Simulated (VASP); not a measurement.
# Pt3Br (I4/mmm) in VASP: relaxation of cell and atoms with PBE

Aim: the relaxation of cell and atoms of Pt3Br with PBE.

All numbers are computed with VASP 6.6.1; they aren't measurements. Logs are shortened: lines on timing, memory, paths and dates and some standing lists are left out, and cuts for length are marked.

## 1. The cell of the first run

Symmetry: I4/mmm, No. 139, tetragonal system. Conventional cell: a = 4.075 Å, b = 4.075 Å, c = 9.103 Å, α = 90.00°, β = 90.00°, γ = 90.00°. Within 3.8 Å of Pt (site symmetry 4/mmm) lie 4 Br at 2.88 Å and 8 Pt at 3.05 Å. Pt (site symmetry -4m2) has 8 Pt at 2.88 to 3.05 Å and 4 Br at 3.05 Å within 3.8 Å. Within 3.8 Å of Br (site symmetry 4/mmm) lie 12 Pt at 2.88 to 3.05 Å.

## 2. Relaxation of cell and atoms, PBE

The input, INCAR:

```
PREC = Accurate
ENCUT = 600
EDIFF = 1E-6
ISMEAR = 0
SIGMA = 0.1
LREAL = F
LASPH = T
NELM = 100
ALGO = Normal
ISIF = 3
LWAVE = F
LCHARG = F
GGA = PE
IBRION = 2
NSW = 90
EDIFFG = -0.04
```

The input, KPOINTS:

```
Automatic mesh
0
Gamma
  6 6 6
```

The input, POSCAR:

```
Pt3Br
1.0
   -2.0376989427      2.0376989427      4.5517430927
    2.0376989427     -2.0376989427      4.5517430927
    2.0376989427      2.0376989427     -4.5517430927
Pt Br
3 1
Direct
    0.5000000000      0.5000000000      0.0000000000
    0.2500000000      0.7500000000      0.5000000000
    0.7500000000      0.2500000000      0.5000000000
    0.0000000000      0.0000000000      0.0000000000
```

Potentials or basis: VASP PAW PBE potentials, release 64 (Pt, Br).

Started as:

```console
> cat potpaw_PBE.64/Pt/POTCAR potpaw_PBE.64/Br/POTCAR > POTCAR
> mpirun -np 1 vasp_std > vasp.out
```

OUTCAR:

```text
PREC = Accurate
   ENCUT = 600
   EDIFF = 1E-6
   ISMEAR = 0
   LREAL = F
   LASPH = T
   NELM = 100
   ISIF = 3
   GGA = PE
   IBRION = 2
   NSW = 90
   EDIFFG = -0.04

 ion  position               nearest neighbor table
   1  0.500  0.500  0.000-   4 2.88   4 2.88   4 2.88   4 2.88   2 3.05   2 3.05   3 3.05   3 3.05
                             3 3.05   2 3.05   3 3.05   2 3.05
   2  0.250  0.750  0.500-   3 2.88   3 2.88   3 2.88   3 2.88   4 3.05   4 3.05   1 3.05   1 3.05
                             4 3.05   1 3.05   4 3.05   1 3.05
   3  0.750  0.250  0.500-   2 2.88   2 2.88   2 2.88   2 2.88   1 3.05   1 3.05   4 3.05   4 3.05
                             4 3.05   1 3.05   4 3.05   1 3.05
   4  0.000  0.000  0.000-   1 2.88   1 2.88   1 2.88   1 2.88   3 3.05   3 3.05   2 3.05   2 3.05
                             3 3.05   2 3.05   3 3.05   2 3.05

  LATTYP: Found a body centered tetragonal cell.
 ALAT       =     4.0753978854
 C/A-ratio  =     2.2337662337

  Lattice vectors:

 A1 = (  -2.0376989427,   2.0376989427,   4.5517430927)
 A2 = (   2.0376989427,  -2.0376989427,   4.5517430927)
 A3 = (   2.0376989427,   2.0376989427,  -4.5517430927)

Analysis of symmetry for initial positions (statically):
=====================================================================
 Subroutine PRICEL returns:
 Original cell was already a primitive cell.

 Routine SETGRP: Setting up the symmetry group for a
 body centered tetragonal supercell.

 Subroutine GETGRP returns: Found 16 space group operations
 (whereof 16 operations were pure point group operations)
 out of a pool of 16 trial point group operations.

The static configuration has the point symmetry D_4h.

Analysis of symmetry for dynamics (positions and initial velocities):
=====================================================================
 Subroutine PRICEL returns:
 Original cell was already a primitive cell.

 Routine SETGRP: Setting up the symmetry group for a
 body centered tetragonal supercell.

 Subroutine GETGRP returns: Found 16 space group operations
 (whereof 16 operations were pure point group operations)
 out of a pool of 16 trial point group operations.

The dynamic configuration has the point symmetry D_4h.

 Subroutine INISYM returns: Found 16 space group operations
 (whereof 16 operations are pure point group operations),
 and found     1 'primitive' translations

----------------------------------------------------------------------------------------

                                     Primitive cell

  volume of cell :      75.5993

  direct lattice vectors                    reciprocal lattice vectors
    -2.037698943  2.037698943  4.551743093     0.000000000  0.245374814  0.109848027
     2.037698943 -2.037698943  4.551743093     0.245374814  0.000000000  0.109848027
     2.037698943  2.037698943 -4.551743093     0.245374814  0.245374814  0.000000000

  length of vectors
     5.387281239  5.387281239  5.387281239     0.268840824  0.268840824  0.347012390

  position of ions in fractional coordinates (direct lattice)
     0.500000000  0.500000000  0.000000000
     0.250000000  0.750000000  0.500000000
     0.750000000  0.250000000  0.500000000
     0.000000000  0.000000000  0.000000000

  ion indices of the primitive-cell ions
   primitive index   ion index
                 1           1
                 2           2
                 3           3
                 4           4

----------------------------------------------------------------------------------------

 KPOINTS: Automatic mesh

Automatic generation of k-mesh.
 Grid dimensions read from file:
 generate k-points for:    6    6    6

 Generating k-lattice:

  Cartesian coordinates                     Fractional coordinates (reciprocal lattice)
     0.000000000  0.040895802  0.018308005     0.166666667  0.000000000 -0.000000000
     0.040895802  0.000000000  0.018308005     0.000000000  0.166666667 -0.000000000
     0.040895802  0.040895802  0.000000000     0.000000000  0.000000000  0.166666667

  Length of vectors
     0.044806804  0.044806804  0.057835398

  Shift w.r.t. Gamma in fractional coordinates (k-lattice)
     0.000000000  0.000000000  0.000000000

 Subroutine IBZKPT returns following result:
 ===========================================

 Found     30 irreducible k-points:

 Following reciprocal coordinates:
            Coordinates               Weight
  0.000000  0.000000  0.000000      1.000000
  0.166667  0.000000  0.000000      8.000000
  0.333333 -0.000000  0.000000      8.000000
  0.500000  0.000000  0.000000      4.000000
  0.166667  0.166667  0.000000      8.000000
  0.333333  0.166667  0.000000     16.000000
[... 16 lines left out ...]
 -0.333333 -0.333333  0.166667      8.000000
 -0.166667 -0.333333  0.166667      8.000000
 [... further k-points ...]
   k-points           NKPTS =     30   k-points in BZ     NKDIM =     30   number of bands    NBANDS=     22
   number of dos      NEDOS =    301   number of ions     NIONS =      4
   total plane-waves  NPLWV = 110592
   dimension x,y,z NGX =    48 NGY =   48 NGZ =   48
   dimension x,y,z NGXF=    96 NGYF=   96 NGZF=   96
   ions per type =               3   1
   NGX,Y,Z   is equivalent  to a cutoff of  14.81, 14.81, 14.81 a.u.
   NGXF,Y,Z  is equivalent  to a cutoff of  29.62, 29.62, 29.62 a.u.
 SYSTEM =  unknown system
   PREC   = accura    normal or accurate (medium, high low for compatibility)
   ISTART =      0    job   : 0-new  1-cont  2-samecut
   ICHARG =      2    charge: 1-file 2-atom 10-const
   ISPIN  =      1    spin polarized calculation?
   LNONCOLLINEAR =      F non collinear calculations
   LSORBIT =      F    spin-orbit coupling
   LASPH  =      T    aspherical Exc in radial PAW
   ENCUT  =  600.0 eV  44.10 Ry    6.64 a.u.  10.76 10.76 10.76*2*pi/ulx,y,z
   NELM   =    100;   NELMIN=  2; NELMDL= -5     # of ELM steps
   EDIFF  = 0.1E-05   stopping-criterion for ELM
   LREAL  =      F    real-space projection
   EDIFFG = -.4E-01   stopping-criterion for IOM
   NSW    =     90    number of steps for IOM
   IBRION =      2    ionic relax: 0-MD 1-quasi-New 2-CG
   NFREE  =      1    steps in history (QN), initial steepest desc. (CG)
   ISIF   =      3    stress and relaxation
   ISYM   =      2    0-nonsym 1-usesym 2-fastsym
   POTIM  = 0.5000    time-step for ionic-motion
   TEBEG  =    0.0;   TEEND  =   0.0 temperature during run
   PSTRESS=    0.0 pullay stress
   NELECT =      37.0000    total number of electrons
   NUPDOWN=      -1.0000    fix difference up-down
   EMIN   =  10.00;   EMAX   =-10.00  energy-range for DOS
   EFERMI =   0.00;   METHOD = LEGACY
   ISMEAR =     0;   SIGMA  =   0.10  broadening in eV -4-tet -1-fermi 0-gaus
   EFERMI_NEDOS =   21; number of points for ismear=-14 and -15
   IALGO  =     38    algorithm
   IMIX   =      4    mixing-type and parameters
     AMIX     =   0.40;   BMIX     =  1.00
     AMIX_MAG =   1.60;   BMIX_MAG =  1.00
  volume/ion in A,a.u.               =      18.90       127.54
  Fermi-wavevector in a.u.,A,eV,Ry     =   1.290138  2.438007 22.646298  1.664456
  Thomas-Fermi vector in A             =   2.421988
   LORBIT       =      0    0 simple, 1 ext, 2 COOP (PROOUT), +10 PAW based schemes
   GGA     = PE    functional components
   LHFCALC =     F    Hartree Fock is set to
   AEXX    =    0.0000 exact exchange contribution
   IVDW    =     0    specifies the selected vdW correction
   LEPSILON=     F    determine dielectric tensor
   LRPA    =     F    only Hartree local field effects (RPA)
 conjugate gradient relaxation of ions
 non-spin polarized calculation
 Gauss-broadening in eV      SIGMA  =   0.10
  energy-cutoff  :      600.00
  volume of cell :       75.60
 maximum number of plane-waves:      2570
 NGX is ok and might be reduce to    48
   NGX = 21   NGY = 21   NGZ = 21

--------------------------------------- Ionic step        1  -------------------------------------------

 number of electron      37.0000001 magnetization

 Free energy of the ion-electron system (eV)
  ---------------------------------------------------
  ext. energy  EPLUGINS =         0.00000000
  ---------------------------------------------------
  free energy    TOTEN  =       -16.65051940 eV

  energy without entropy =      -16.60251967  energy(sigma->0) =      -16.62651953

------------------------ aborting loop because EDIFF is reached ----------------------------------------

  FORCE on cell =-STRESS in cart. coord.  units (eV):
  Direction    XX          YY          ZZ          XY          YZ          ZX
  --------------------------------------------------------------------------------------
  -------------------------------------------------------------------------------------
  Total       -4.8597249     -4.8597249     -5.4039581      0.0000000      0.0000000      0.0000000
  in kB     -102.9922387   -102.9922387   -114.5261814      0.0000000      0.0000000      0.0000000
  external PRESSURE =    -106.8368862 kB  Pullay stress =       0.0000000 kB
[... 95 lines left out ...]
  FREE ENERGIE OF THE ION-ELECTRON SYSTEM (eV)
  ---------------------------------------------------
  free  energy   TOTEN  =       -16.9006534362 eV

  energy  without entropy=      -16.8591046858  energy(sigma->0) =      -16.87987906

 E-fermi :  10.1069     XC(G=0): -12.8315

 val. band max:       10.1010552171   @ k =  -0.1667   0.3333   0.1667
 cond. band min:      10.1081575175   @ k =   0.1667   0.0000   0.0000
 fundamental gap:      0.0071023005
 Fermi energy:        10.1068654178

 k-point     1 :       0.0000    0.0000    0.0000
  band No.  band energies     occupation
      1      -7.5734      2.00000
      2       3.0255      2.00000
      3       3.0255      2.00000
      4       3.0298      2.00000
      5       4.1636      2.00000
      6       4.6635      2.00000
[... 574 lines left out ...]
      6       5.3406      2.00000
[... 14 lines left out ...]
     21      12.4195      0.00000
     22      14.3232      0.00000

 [... further k-points ...]

[... ionic steps 4 to 20 ...]

--------------------------------------- Ionic step       21  -------------------------------------------

 number of electron      37.0000000 magnetization

------------------------ aborting loop because EDIFF is reached ----------------------------------------

  FORCE on cell =-STRESS in cart. coord.  units (eV):
  Direction    XX          YY          ZZ          XY          YZ          ZX
  --------------------------------------------------------------------------------------
  -------------------------------------------------------------------------------------
  Total        0.8253057      0.8253057      0.9521917      0.0000000      0.0000000      0.0000000
  in kB       19.6496674     19.6496674     22.6706903      0.0000000      0.0000000      0.0000000
  external PRESSURE =      20.6566751 kB  Pullay stress =       0.0000000 kB
[... 61 lines left out ...]
  energy  without entropy=      -17.3414178603  energy(sigma->0) =      -17.35344449

--------------------------------------- Ionic step       23  -------------------------------------------

 number of electron      36.9999999 magnetization

 Free energy of the ion-electron system (eV)
  ---------------------------------------------------
  ext. energy  EPLUGINS =         0.00000000
  ---------------------------------------------------
  free energy    TOTEN  =       -17.36551655 eV

  energy without entropy =      -17.34139419  energy(sigma->0) =      -17.35345537

 E-fermi :   8.8840     XC(G=0): -12.4253

 val. band max:        8.8796851401   @ k =  -0.1667   0.3333   0.1667
 cond. band min:       8.8903877864   @ k =   0.3333   0.1667   0.0000
 fundamental gap:      0.0107026463
 Fermi energy:         8.8839630896

 k-point     1 :       0.0000    0.0000    0.0000
  band No.  band energies     occupation
      1      -8.2505      2.00000
      2       2.4499      2.00000
      3       2.4499      2.00000
      4       2.4524      2.00000
      5       3.2258      2.00000
      6       4.0757      2.00000
[... 574 lines left out ...]
      6       4.6727      2.00000
[... 14 lines left out ...]
     21      11.1321      0.00000
     22      13.0283      0.00000

 [... further k-points ...]
[... 5 lines left out ...]
  --------------------------------------------------------------------------------------
  -------------------------------------------------------------------------------------
  Total       -0.0672343     -0.0672343      0.0552395      0.0000000     -0.0000000     -0.0000000
  in kB       -1.5798777     -1.5798777      1.2980237      0.0000000     -0.0000000     -0.0000000
  external PRESSURE =      -0.6205773 kB  Pullay stress =       0.0000000 kB
[... 19 lines left out ...]
  FREE ENERGIE OF THE ION-ELECTRON SYSTEM (eV)
  ---------------------------------------------------
  free  energy   TOTEN  =       -17.3655165472 eV

  energy  without entropy=      -17.3413941874  energy(sigma->0) =      -17.35345537

 reached required accuracy - stopping structural energy minimisation
```

Wall time 22 min (1 thread of Intel Xeon Platinum 8259CL at 2.50GHz (Skylake/Cascade Lake), shared host); peak memory 0.39 GiB.

What came out:

```
Free energy                           : -17.3655 eV
Relaxed volume                        : 17.05 Å³/atom
Relaxed cell                          : a = 4.581 Å, b = 4.581 Å, c = 4.581 Å, α = 119.80°, β = 119.80°, γ = 90.34°
Space group after relaxing (to 0.1 Å) : Fm-3m (No. 225)
Energy gained by relaxing             : 178.7 meV/atom
Ionic steps                           : 23
Pressure after relaxing               : -0.1 GPa
Band gap on the k mesh                : zero (an odd number of electrons rules out a gap without spin polarisation)
```

Stress tensor (GPa, compression positive):
```
-0.16  0.00  0.00
 0.00 -0.16  0.00
 0.00  0.00  0.13
```

The path:
| step | energy change (eV) | largest force (eV/Å) | pressure (GPa) | volume (Å³) |
| --- | --- | --- | --- | --- |
| 1 | 0.0000 | 0.0000 | -10.68 | 75.60 |
| 2 | 0.0668 | 0.0000 | 18.29 | 62.63 |
| 3 | -0.2501 | 0.0000 | -0.17 | 68.96 |
| 4 | -0.2502 | 0.0000 | 0.14 | 68.83 |
| 5 | -0.2689 | 0.0000 | 0.18 | 68.64 |
| 6 | -0.3056 | 0.0000 | 1.08 | 67.99 |
| 7 | -0.3667 | 0.0000 | 5.18 | 66.28 |
| 8 | -0.2662 | 0.0000 | 23.00 | 61.15 |
| 9 | -0.4521 | 0.0000 | 11.61 | 64.12 |
| 10 | -0.4181 | 0.0000 | 16.66 | 62.72 |
| 11 | -0.4195 | 0.0000 | 16.54 | 62.72 |
| 12 | -0.4234 | 0.0000 | 16.52 | 62.72 |
| 13 | -0.4307 | 0.0000 | 16.47 | 62.73 |
| 14 | -0.4428 | 0.0000 | 16.40 | 62.74 |
| 15 | -0.4571 | 0.0000 | 16.38 | 62.74 |
| 16 | -0.4434 | 0.0000 | 16.87 | 62.61 |
| 17 | -0.4552 | 0.0000 | 16.61 | 62.67 |
| 18 | -0.4760 | 0.0000 | 15.85 | 62.88 |
| 19 | -0.5326 | 0.0000 | 13.53 | 63.50 |
| 20 | -0.6213 | 0.0000 | 9.30 | 64.75 |
| 21 | -0.7095 | 0.0000 | 2.07 | 67.29 |
| 22 | -0.7150 | 0.0000 | 0.18 | 68.07 |
| 23 | -0.7150 | 0.0000 | -0.06 | 68.18 |

Final structure:
```cif
data_structure
_symmetry_space_group_name_H-M 'P 1'
_symmetry_Int_Tables_number 1
_cell_length_a 4.5811
_cell_length_b 4.5811
_cell_length_c 4.5811
_cell_angle_alpha 119.802
_cell_angle_beta 119.802
_cell_angle_gamma 90.344
_cell_volume 68.18
loop_
_atom_site_label
_atom_site_type_symbol
_atom_site_fract_x
_atom_site_fract_y
_atom_site_fract_z
_atom_site_occupancy
Pt1 Pt 0.50000 0.50000 0.00000 1
Pt2 Pt 0.25000 0.75000 0.50000 1
Pt3 Pt 0.75000 0.25000 0.50000 1
Br1 Br 0.00000 0.00000 0.00000 1
```

Caveat: spin-orbit coupling is left out, which moves the levels of the heavy elements; an odd number of electrons without spin polarisation forces a metal; a magnetic or distorted state may lie lower.
